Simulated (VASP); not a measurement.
# Sc3W (P6_3/mmc) in VASP: further runs

The runs below take Sc3W through single point, relaxation of cell and atoms, with PBE.

Everything below comes from runs of VASP 6.6.1. Logs are shortened: lines on timing, memory, paths and dates and some standing lists are left out, and cuts for length are marked.

**1. The cell of the first run**

The structure is hexagonal, space group P6_3/mmc (No. 194). Conventional cell: a = 5.849 Å, b = 5.849 Å, c = 4.658 Å, α = 90.00°, β = 90.00°, γ = 120.00°. Within 3.8 Å of Sc (site symmetry mm2) lie 8 Sc at 2.88 to 2.93 Å and 4 W at 2.88 to 2.92 Å. Within 3.8 Å of W (site symmetry -6m2) lie 12 Sc at 2.88 to 2.92 Å.

The cell was built from a structure type or drawn by symmetry, and may not be a known phase.

**2. Single point, PBE**

File INCAR:

```
PREC = Accurate
ENCUT = 520
EDIFF = 1E-7
ISMEAR = 0
SIGMA = 0.1
LREAL = F
LASPH = T
NELM = 80
ALGO = Normal
ISIF = 2
LWAVE = F
LCHARG = F
GGA = PE
NBANDS = 57
```

File KPOINTS:

```
regular mesh
0
Gamma
  3 3 4
```

File POSCAR:

```
Sc3W
1.0
    5.8486382500      0.0000000000      0.0000000000
   -2.9243191200      5.0650693000      0.0000000000
    0.0000000000      0.0000000000      4.6575224900
Sc W
6 2
Direct
    0.1664708000      0.3329415900      0.2500000000
    0.6670584100      0.8335292000      0.2500000000
    0.1664708000      0.8335292000      0.2500000000
    0.8335292000      0.6670584100      0.7500000000
    0.3329415900      0.1664708000      0.7500000000
    0.8335292000      0.1664708000      0.7500000000
    0.3333333300      0.6666666700      0.7500000000
    0.6666666700      0.3333333300      0.2500000000
```

Potentials or basis: VASP PAW PBE potentials, release 64 (Sc_sv, W_sv).

Started as:

```sh
cat potpaw_PBE.64/Sc_sv/POTCAR potpaw_PBE.64/W_sv/POTCAR > POTCAR
mpirun -np 1 vasp_std > vasp.out
```

OUTCAR:

```text
PREC = Accurate
   ENCUT = 520
   EDIFF = 1E-7
   ISMEAR = 0
   LREAL = F
   LASPH = T
   NELM = 80
   ISIF = 2
   GGA = PE

 ion  position               nearest neighbor table
   1  0.166  0.333  0.250-   5 2.88   5 2.88   6 2.88   6 2.88   7 2.88   7 2.88   3 2.92   2 2.92
                             8 2.92   8 2.92   3 2.93   2 2.93
   2  0.667  0.834  0.250-   4 2.88   4 2.88   6 2.88   6 2.88   7 2.88   7 2.88   3 2.92   1 2.92
                             8 2.92   8 2.92   3 2.93   1 2.93
   3  0.166  0.834  0.250-   5 2.88   5 2.88   4 2.88   4 2.88   7 2.88   7 2.88   1 2.92   2 2.92
                             8 2.92   8 2.92   1 2.93   2 2.93
   4  0.834  0.667  0.750-   2 2.88   2 2.88   3 2.88   3 2.88   8 2.88   8 2.88   6 2.92   5 2.92
                             7 2.92   7 2.92   6 2.93   5 2.93
   5  0.333  0.166  0.750-   1 2.88   1 2.88   3 2.88   3 2.88   8 2.88   8 2.88   6 2.92   4 2.92
                             7 2.92   7 2.92   6 2.93   4 2.93
   6  0.834  0.166  0.750-   2 2.88   2 2.88   1 2.88   1 2.88   8 2.88   8 2.88   4 2.92   5 2.92
                             7 2.92   7 2.92   4 2.93   5 2.93
   7  0.333  0.667  0.750-   3 2.88   3 2.88   1 2.88   1 2.88   2 2.88   2 2.88   5 2.92   5 2.92
                             4 2.92   4 2.92   6 2.92   6 2.92
   8  0.667  0.333  0.250-   6 2.88   6 2.88   4 2.88   4 2.88   5 2.88   5 2.88   2 2.92   2 2.92
                             1 2.92   1 2.92   3 2.92   3 2.92

  LATTYP: Found a hexagonal cell.
 ALAT       =     5.8486382500
 C/A-ratio  =     0.7963430616

  Lattice vectors:

 A1 = (   5.8486382500,   0.0000000000,   0.0000000000)
 A2 = (  -2.9243191200,   5.0650693000,   0.0000000000)
 A3 = (   0.0000000000,   0.0000000000,   4.6575224900)

Analysis of symmetry for initial positions (statically):
=====================================================================
 Subroutine PRICEL returns:
 Original cell was already a primitive cell.

 Routine SETGRP: Setting up the symmetry group for a
 hexagonal supercell.

 Subroutine GETGRP returns: Found 24 space group operations
 (whereof 12 operations were pure point group operations)
 out of a pool of 24 trial point group operations.

The static configuration has the point symmetry D_3d.
 The point group associated with its full space group is D_6h.

Analysis of symmetry for dynamics (positions and initial velocities):
=====================================================================
 Subroutine PRICEL returns:
 Original cell was already a primitive cell.

 Routine SETGRP: Setting up the symmetry group for a
 hexagonal supercell.

 Subroutine GETGRP returns: Found 24 space group operations
 (whereof 12 operations were pure point group operations)
 out of a pool of 24 trial point group operations.

The dynamic configuration has the point symmetry D_3d.
 The point group associated with its full space group is D_6h.

 Subroutine INISYM returns: Found 24 space group operations
 (whereof 12 operations are pure point group operations),
 and found     1 'primitive' translations

----------------------------------------------------------------------------------------

                                     Primitive cell

  volume of cell :     137.9733

  direct lattice vectors                    reciprocal lattice vectors
     5.848638250  0.000000000  0.000000000     0.170979971  0.098715332  0.000000000
    -2.924319120  5.065069300  0.000000000     0.000000000  0.197430665  0.000000000
     0.000000000  0.000000000  4.657522490     0.000000000  0.000000000  0.214706424

  length of vectors
     5.848638250  5.848638246  4.657522490     0.197430665  0.197430665  0.214706424

  position of ions in fractional coordinates (direct lattice)
     0.166470800  0.332941590  0.250000000
     0.667058410  0.833529200  0.250000000
     0.166470800  0.833529200  0.250000000
     0.833529200  0.667058410  0.750000000
     0.332941590  0.166470800  0.750000000
     0.833529200  0.166470800  0.750000000
     0.333333330  0.666666670  0.750000000
     0.666666670  0.333333330  0.250000000

  ion indices of the primitive-cell ions
   primitive index   ion index
                 1           1
                 2           2
                 3           3
                 4           4
                 5           5
                 6           6
                 7           7
                 8           8

----------------------------------------------------------------------------------------

 KPOINTS: regular mesh

Automatic generation of k-mesh.
 Grid dimensions read from file:
 generate k-points for:    3    3    4

 Generating k-lattice:

  Cartesian coordinates                     Fractional coordinates (reciprocal lattice)
     0.056993324  0.032905111  0.000000000     0.333333333  0.000000000  0.000000000
     0.000000000  0.065810222  0.000000000     0.000000000  0.333333333  0.000000000
     0.000000000  0.000000000  0.053676606     0.000000000  0.000000000  0.250000000

  Length of vectors
     0.065810222  0.065810222  0.053676606

  Shift w.r.t. Gamma in fractional coordinates (k-lattice)
     0.000000000  0.000000000  0.000000000

 Subroutine IBZKPT returns following result:
 ===========================================

 Found      9 irreducible k-points:

 Following reciprocal coordinates:
            Coordinates               Weight
  0.000000  0.000000  0.000000      1.000000
  0.333333 -0.000000  0.000000      6.000000
  0.333333  0.333333  0.000000      2.000000
  0.000000  0.000000  0.250000      2.000000
  0.333333 -0.000000  0.250000     12.000000
  0.333333  0.333333  0.250000      4.000000
  0.000000  0.000000  0.500000      1.000000
  0.333333 -0.000000  0.500000      6.000000
  0.333333  0.333333  0.500000      2.000000
   k-points           NKPTS =      9   k-points in BZ     NKDIM =      9   number of bands    NBANDS=     57
   number of dos      NEDOS =    301   number of ions     NIONS =      8
   total plane-waves  NPLWV =  82944
   dimension x,y,z NGX =    48 NGY =   48 NGZ =   36
   dimension x,y,z NGXF=    96 NGYF=   96 NGZF=   72
   ions per type =               6   2
   NGX,Y,Z   is equivalent  to a cutoff of  13.64, 13.64, 12.85 a.u.
   NGXF,Y,Z  is equivalent  to a cutoff of  27.29, 27.29, 25.70 a.u.
 SYSTEM =  unknown system
   PREC   = accura    normal or accurate (medium, high low for compatibility)
   ISTART =      0    job   : 0-new  1-cont  2-samecut
   ICHARG =      2    charge: 1-file 2-atom 10-const
   ISPIN  =      1    spin polarized calculation?
   LNONCOLLINEAR =      F non collinear calculations
   LSORBIT =      F    spin-orbit coupling
   LASPH  =      T    aspherical Exc in radial PAW
   ENCUT  =  520.0 eV  38.22 Ry    6.18 a.u.  10.87 10.87  8.66*2*pi/ulx,y,z
   NELM   =     80;   NELMIN=  2; NELMDL= -5     # of ELM steps
   EDIFF  = 0.1E-06   stopping-criterion for ELM
   LREAL  =      F    real-space projection
   EDIFFG = 0.1E-05   stopping-criterion for IOM
   NSW    =      0    number of steps for IOM
   IBRION =     -1    ionic relax: 0-MD 1-quasi-New 2-CG
   NFREE  =      0    steps in history (QN), initial steepest desc. (CG)
   ISIF   =      2    stress and relaxation
   ISYM   =      2    0-nonsym 1-usesym 2-fastsym
   POTIM  = 0.5000    time-step for ionic-motion
   TEBEG  =    0.0;   TEEND  =   0.0 temperature during run
   PSTRESS=    0.0 pullay stress
   NELECT =      94.0000    total number of electrons
   NUPDOWN=      -1.0000    fix difference up-down
   EMIN   =  10.00;   EMAX   =-10.00  energy-range for DOS
   EFERMI =   0.00;   METHOD = LEGACY
   ISMEAR =     0;   SIGMA  =   0.10  broadening in eV -4-tet -1-fermi 0-gaus
   EFERMI_NEDOS =   21; number of points for ismear=-14 and -15
   IALGO  =     38    algorithm
   IMIX   =      4    mixing-type and parameters
     AMIX     =   0.40;   BMIX     =  1.00
     AMIX_MAG =   1.60;   BMIX_MAG =  1.00
  volume/ion in A,a.u.               =      17.25       116.39
  Fermi-wavevector in a.u.,A,eV,Ry     =   1.440519  2.722187 28.233393  2.075096
  Thomas-Fermi vector in A             =   2.559254
   LORBIT       =      0    0 simple, 1 ext, 2 COOP (PROOUT), +10 PAW based schemes
   GGA     = PE    functional components
   LHFCALC =     F    Hartree Fock is set to
   AEXX    =    0.0000 exact exchange contribution
   IVDW    =     0    specifies the selected vdW correction
   LEPSILON=     F    determine dielectric tensor
   LRPA    =     F    only Hartree local field effects (RPA)
 non-spin polarized calculation
 Gauss-broadening in eV      SIGMA  =   0.10
  energy-cutoff  :      520.00
  volume of cell :      137.97
 maximum number of plane-waves:      3741
 NGX is ok and might be reduce to    48
   NGX = 21   NGY = 21   NGZ = 17

 number of electron      93.9999988 magnetization

 Free energy of the ion-electron system (eV)
  ---------------------------------------------------
  ext. energy  EPLUGINS =         0.00000000
  ---------------------------------------------------
  free energy    TOTEN  =       -60.01590125 eV

  energy without entropy =      -59.99672987  energy(sigma->0) =      -60.00631556

 E-fermi :   6.9916     XC(G=0): -11.8509

 val. band max:        6.8355573860   @ k =   0.3333  -0.0000   0.0000
 cond. band min:       6.9946683193   @ k =   0.3333  -0.0000   0.0000
 fundamental gap:      0.1591109333
 Fermi energy:         6.9915642629

 k-point     1 :       0.0000    0.0000    0.0000
  band No.  band energies     occupation
      1     -66.0957      2.00000
      2     -66.0952      2.00000
      3     -41.7553      2.00000
      4     -41.5937      2.00000
      5     -41.5937      2.00000
      6     -41.5708      2.00000
[... 49 lines left out ...]
     56       8.6825      0.00000
     57       8.7031      0.00000

 k-point     2 :       0.3333   -0.0000    0.0000
  band No.  band energies     occupation
      1     -66.0956      2.00000
      2     -66.0952      2.00000
      3     -41.7254      2.00000
      4     -41.6291      2.00000
      5     -41.5951      2.00000
      6     -41.5584      2.00000
[... 414 lines left out ...]
      1     -66.0954      2.00000
      2     -66.0954      2.00000
      3     -41.6084      2.00000
      4     -41.6084      2.00000
      5     -41.6074      2.00000
      6     -41.6074      2.00000
[... 49 lines left out ...]
     56       7.8525      0.00000
     57       9.3717      0.00000

------------------------ aborting loop because EDIFF is reached ----------------------------------------

  FORCE on cell =-STRESS in cart. coord.  units (eV):
  Direction    XX          YY          ZZ          XY          YZ          ZX
  --------------------------------------------------------------------------------------
  -------------------------------------------------------------------------------------
  Total       19.2626307     19.2626307     20.8933596      0.0000000     -0.0000000      0.0000000
  in kB      223.6820164    223.6820162    242.6184084      0.0000002     -0.0000000      0.0000000
  external PRESSURE =     229.9941470 kB  Pullay stress =       0.0000000 kB

 VOLUME and BASIS-vectors are now :
 -----------------------------------------------------------------------------
  energy-cutoff  :      520.00
  volume of cell :      137.97
      direct lattice vectors                 reciprocal lattice vectors
     5.848638250  0.000000000  0.000000000     0.170979971  0.098715332  0.000000000
    -2.924319120  5.065069300  0.000000000     0.000000000  0.197430665  0.000000000
     0.000000000  0.000000000  4.657522490     0.000000000  0.000000000  0.214706424

 POSITION                                       TOTAL-FORCE (eV/Angst)
 -----------------------------------------------------------------------------------
      0.00000      1.68637      1.16438         0.000000      0.601725     -0.000000
      1.46388      4.22188      1.16438        -0.521109     -0.300862     -0.000000
     -1.46388      4.22188      1.16438         0.521109     -0.300862      0.000000
      2.92432      3.37870      3.49314        -0.000000     -0.601725     -0.000000
      1.46044      0.84319      3.49314         0.521109      0.300862      0.000000
      4.38820      0.84319      3.49314        -0.521109      0.300862      0.000000
     -0.00000      3.37671      3.49314        -0.000000      0.000000     -0.000000
      2.92432      1.68836      1.16438        -0.000000      0.000000     -0.000000
 -----------------------------------------------------------------------------------
    total drift:                               -0.000042      0.000024     -0.000000

  FREE ENERGIE OF THE ION-ELECTRON SYSTEM (eV)
  ---------------------------------------------------
  free  energy   TOTEN  =       -60.0159012504 eV

  energy  without entropy=      -59.9967298737  energy(sigma->0) =      -60.00631556
```

It took 58 s on 1 thread of AMD EPYC 9R45 (Zen 5), shared host; peak memory 0.26 GiB.

What came out:

```
Free energy            : -60.0159 eV
Pressure               : 23.0 GPa
Largest force          : 0.602 eV/Å
Band gap on the k mesh : zero (bands 47 and 48 overlap by 1.11 eV)
```

Forces on the atoms (eV/Å):
```
Sc   0.000  0.602  0.000
Sc  -0.521 -0.301  0.000
Sc   0.521 -0.301  0.000
Sc   0.000 -0.602  0.000
Sc   0.521  0.301  0.000
Sc  -0.521  0.301  0.000
W    0.000  0.000  0.000
W    0.000  0.000  0.000
```

Stress tensor (GPa, compression positive):
```
22.37  0.00  0.00
 0.00 22.37  0.00
 0.00  0.00 24.26
```

Caveat: the k points lie up to 0.41 Å⁻¹ apart, too coarse for converged energies and pressures of a metal; spin-orbit coupling is left out, which moves the levels of the heavy elements.

(Part 1 of 3 ends here.)
